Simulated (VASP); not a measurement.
Li, 1 atom in the cell. It takes space group I4/mmm (No. 139, tetragonal). Conventional cell: a = 3.430 Å, b = 3.430 Å, c = 3.500 Å, α = 90.00°, β = 90.00°, γ = 90.00°. Within 3.9 Å of Li (site symmetry 4/mmm) lie 14 Li at 2.99 to 3.50 Å.  This cell differs from its parent crystal: equal xx and yy strain of -2 %.

```yaml
Program: VASP 6.6.1
Task: single point
Functional: LDA
Potentials_or_basis: VASP PAW LDA potentials, release 64 (Li_sv)
Cutoff: 520 eV
k_mesh: 13 × 13 × 13
Occupations: fermi-dirac, width 0.05 eV
Spin: no spin polarisation
Dipole_correction: no
Further_INCAR_settings: ALGO = Normal; EDIFF = 1e-06; NBANDS = 8
```

Potentials or basis: VASP PAW LDA potentials, release 64 (Li_sv).

Launch:

```bash
$ cat potpaw_LDA.64/Li_sv/POTCAR > POTCAR
$ mpirun -np 1 vasp_std > vasp.out
```

Hardware: 1 thread of Intel Xeon 6975P-C, with other jobs on the host.

**Question.** Estimate the wall time of this run.

**Answer.** Run time: 10 s on 1 thread of Intel Xeon 6975P-C, with other jobs on the host, peak memory 0.13 GiB. Counts: scf iterations 9, k points 196.
